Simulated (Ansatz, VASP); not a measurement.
# SnSe in VASP and in Ansatz

```
Sn Se
1.0
     4.28533    0.00000    0.00000
     0.00000    4.28533    0.00000
     0.00000    0.00000   10.99069
Sn Se
2 2
Direct
  0.50000 0.00000 0.35176
  0.00000 0.50000 0.62777
  0.50000 0.00000 0.61604
  0.00000 0.50000 0.38396
```

Alike in both runs: task single point; functional r2SCAN; k mesh 6 × 6 × 4; occupations gaussian, width 0.05 eV; no spin polarisation.

|  | VASP | Ansatz |
| --- | --- | --- |
| version | VASP 6.6.1 | Ansatz 0.2.0 |
| potentials or method | VASP PAW PBE potentials, release 64 (Sn_d, Se), cutoff 520 eV | scalar-relativistic, plane waves, PAW |
| valence electrons in the cell | 40 | 60 |

```tsv
	VASP	Ansatz	Ansatz less VASP
gap on the k mesh at the Fermi level (eV)	1.19	1.20	+0.008
least direct gap on the mesh (eV)	1.46	1.47	+0.006
rms of the force components (eV/Å)	0.398	0.400	+0.0024
```

VASP's potentials were made for PBE, not for r2SCAN. Atom by atom the forces differ by 0.006 eV/Å (rms over components). VASP's potentials hold 40 valence electrons a cell and Ansatz's 60, so a difference there can come from the potentials and not from the codes.
